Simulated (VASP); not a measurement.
Input of a VASP 6.6.1 run:

The input INCAR:

```
PREC = Accurate
ENCUT = 600
EDIFF = 1E-6
ISMEAR = -1
SIGMA = 0.1
LREAL = False
LASPH = True
NELM = 60
ALGO = Normal
ISIF = 3
LWAVE = False
LCHARG = False
GGA = PE
IBRION = 2
NSW = 60
EDIFFG = -0.005
PSTRESS = 120.0
```

The input KPOINTS:

```
Automatic mesh
0
Gamma
  14 14 12
```

Contents of POSCAR:

```
AlRu
1.0
    3.2380246290      0.0000000000      0.0000000000
   -1.6190123145      2.8042115868      0.0000000000
    0.0000000000      0.0000000000      3.1732641364
Ru Al
1 1
Direct
    0.0000000000      0.0000000000      0.0000000000
    0.3333333333      0.6666666667      0.5000000000
```

Potentials or basis: VASP PAW PBE potentials, release 64 (Ru_pv, Al).

Run with:

```console
$ cat potpaw_PBE.64/Ru_pv/POTCAR potpaw_PBE.64/Al/POTCAR > POTCAR
$ mpirun -np 1 vasp_std > vasp.out
```

(1) What does it give for the space group after relaxing (to 0.05 Å)?

(2) What does it give for the relaxed cell?

(3) Predict the relaxed volume.

Results:

(1) P-6m2 (No. 187).

(2) a = 2.832 Å, b = 2.832 Å, c = 3.847 Å, α = 90.00°, β = 90.00°, γ = 120.00°.

(3) 13.36 Å³/atom.

Caveat: the cell is relaxed towards a set pressure, so the enthalpy falls and the energy may rise.
